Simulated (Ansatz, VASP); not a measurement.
## CuO: VASP beside Ansatz

The input INCAR:

```
SYSTEM = CuO
PREC = Accurate ; ENCUT = 820
EDIFF = 1E-6 ; ISMEAR = -1
SIGMA = 0.05 ; LREAL = .False.
LASPH = .True. ; NELM = 200
ALGO = Normal ; ISIF = 2
LWAVE = .False. ; LCHARG = .True.
LMAXMIX = 4 ; LDAU = .True.
LDAUTYPE = 2 ; LDAUL = 2 -1
LDAUU = 8 0 ; LDAUJ = 0 0
LDAUPRINT = 1 ; GGA = PE
LELF = .True. ; LVHAR = .True.
NBANDS = 33 ; GGA_COMPAT = .False.
```

KPOINTS

```
regular mesh
0
Gamma
  9 9 5
  0 0 0
```

File POSCAR:

```
CuO
1.0
    1.9909680000     -2.1535500000      0.0000000000
    1.9909680000      2.1535500000      0.0000000000
    0.0000000000      0.0000000000      5.1559280000
Cu O
2 2
Direct
    0.5000000000      0.0000000000      0.0000000000
    0.0000000000      0.5000000000      0.5000000000
    0.5000000000      0.5000000000      0.2500000000
    0.5000000000      0.5000000000      0.7500000000
```

Contents of input.yaml:

```yaml
crystal:
  lattice:
    - [1.990968, -2.15355, 0.0]
    - [1.990968, 2.15355, 0.0]
    - [0.0, 0.0, 5.155928]
  atoms:
    - { symbol: Cu, position: [0.5, 0.0, 0.0] }
    - { symbol: Cu, position: [0.0, 0.5, 0.5] }
    - { symbol: O, position: [0.5, 0.5, 0.25] }
    - { symbol: O, position: [0.5, 0.5, 0.75] }
hamiltonian:
  xc: pbe
  pseudopotentials: { kind: paw }
  hubbard: { sites: [{ species: Cu, l: d, u_eff: 8.0 }] }
kpoints:
  mp_grid: { grid: [9, 9, 5] }
scf:
  occupations: { method: fermi_dirac, width: 0.05 }
  n_extra_bands: 10
output:
  forces: true
  stress: true
  eigenvalues: true
  dos: { projected: true, de: 0.05, nscf_kmesh: { grid: [14, 14, 8] } }
```

Alike in both runs: functional PBE; k mesh 9 × 9 × 5; occupations fermi-dirac, width 0.05 eV; no spin polarisation; Hubbard terms Cu d U = 8.0 eV.

|  | VASP | Ansatz |
| --- | --- | --- |
| version | VASP 6.6.1 | Ansatz 0.2.0 |
| potentials or method | VASP PAW PBE potentials, release 64 (Cu_sv_GW, O) | Ansatz PAW |
| plane-wave cutoff (eV) | 820 | 420 |
| valence electrons in the cell | 50 | 50 |
| task | single point | projected density of states |

```tsv
	VASP	Ansatz	Ansatz less VASP
gap on the k mesh at the Fermi level (eV)	none	none	-
pressure (GPa)	0.3	6.2	+5.84
traceless stress, the component that is largest in VASP (GPa)	-0.21	-0.38	-0.177
```

The programs project onto different local orbitals, so the same U acts differently, and such runs can settle in different states. A gap of «none» marks a metal or a gap that the smearing closes.
